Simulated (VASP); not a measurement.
A run of VASP 6.6.1 is set up as follows.

File INCAR:

```
PREC     = Accurate       # precision mode
ENCUT    = 520            # plane-wave cutoff, eV
EDIFF    = 1E-7           # SCF threshold, eV
ISMEAR   = 0              # smearing method
SIGMA    = 0.1            # smearing width, eV
LREAL    = False          # projectors in reciprocal space
LASPH    = True           # aspherical terms in the spheres
NELM     = 120            # most SCF steps
ALGO     = Normal         # electronic algorithm
ISIF     = 2              # what is computed and relaxed
LWAVE    = False          # write WAVECAR
LCHARG   = False          # write CHGCAR
LDIPOL   = True         
IDIPOL   = 3            
DIPOL    = 0.5 0.5 0.501
GGA      = PS             # functional
IBRION   = 2              # ionic algorithm
NSW      = 90             # ionic steps
EDIFFG   = -0.03          # ionic threshold
GGA_COMPAT= False        
NELMIN   = 4            
NELMDL   = -8           
KPAR     = 4
```

Contents of KPOINTS:

```
Automatic mesh
0
Gamma
  10 7 1
```

POSCAR

```
Ti6HC
1.0
    2.8679135953      0.0000000000      0.0000000000
    0.0000000000      4.0558423021      0.0000000000
    0.0000000000      0.0000000000     27.2697839881
Ti C H
6 1 1
Selective dynamics
Direct
    0.5000000000      0.5000000000      0.3117003055  F F F
    0.0000000000      0.0000000000      0.3642843963  F F F
    0.5000000000      0.5000000000      0.4168684871  F F F
    0.0000000000      0.0000000000      0.4696726852  T T T
    0.5000000000      0.5000000000      0.5216065387  T T T
    0.0000000000      0.0000000000      0.5699297514  T T T
    0.0000000000      0.0000000000      0.6564724245  T T T
    0.0000000000      0.0000000000      0.6968101111  T T T
```

Potentials or basis: VASP PAW PBE potentials, release 64 (Ti_sv, C, H).

The run is started by

```bash
$ cat potpaw_PBE.64/Ti_sv/POTCAR potpaw_PBE.64/C/POTCAR potpaw_PBE.64/H/POTCAR > POTCAR
$ mpirun -np 4 vasp_std > vasp.out
```

Predict the band gap on the k mesh.

zero (an odd number of electrons rules out a gap without spin polarisation).

Estimate the energy gained by relaxing.

125.4 meV/atom.

Final structure:
```yaml
crystal:
  lattice:
    - [2.86791, 0.00000, 0.00000]
    - [0.00000, 4.05584, 0.00000]
    - [0.00000, 0.00000, 27.26978]
  atoms:
    - { symbol: Ti, position: [0.50000, 0.50000, 0.31170] }
    - { symbol: Ti, position: [0.00000, 0.00000, 0.36428] }
    - { symbol: Ti, position: [0.50000, 0.50000, 0.41687] }
    - { symbol: Ti, position: [0.00000, 0.00000, 0.46928] }
    - { symbol: Ti, position: [0.50000, 0.50000, 0.51911] }
    - { symbol: Ti, position: [0.00000, 0.00000, 0.57512] }
    - { symbol: C, position: [0.00000, 0.00000, 0.64443] }
    - { symbol: H, position: [0.00000, 0.00000, 0.68495] }
```
